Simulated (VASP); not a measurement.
Runs of VASP 6.6.1 on Au. The structure is that of space group Fm-3m (No. 225), or close to it. The cells are those of the table. 

```tsv
task	cell	cutoff (eV)	gap on the mesh (eV)	pressure (GPa)
relaxation of cell and atoms	relaxed to 40 GPa from a = 2.878 Å, angles 60.0°, 1 atom	600	none	40.0
single point	a = 2.943 Å, angles 60.0°, 1 atom	520	none	-0.2
single point	a = 2.884 Å, angles 60.0°, 1 atom	520	none	(a)
relaxation of cell and atoms	relaxed to 20 GPa from a = 2.878 Å, angles 60.0°, 1 atom	600	none	19.9
relaxation of cell and atoms	relaxed from a = 2.878 Å, angles 60.0°, 1 atom	600	none	0.0
```

Alike in all rows: level PBE; potentials or basis VASP PAW PBE potentials, release 64 (Au); no spin polarisation; k mesh 10 × 10 × 10; smearing fermi-dirac 0.1 eV.

**Question.** Fill in the values left out.

**Answer.** (a) 9.7.

Caveats: spin-orbit coupling is left out, which moves the levels of the heavy elements; the cell is relaxed towards a set pressure, so the enthalpy falls and the energy may rise (some runs).

A k mesh can miss the band edges, and the runs leave out spin-orbit coupling on Au.

A gap of «none» marks levels without a gap at the run's occupations.
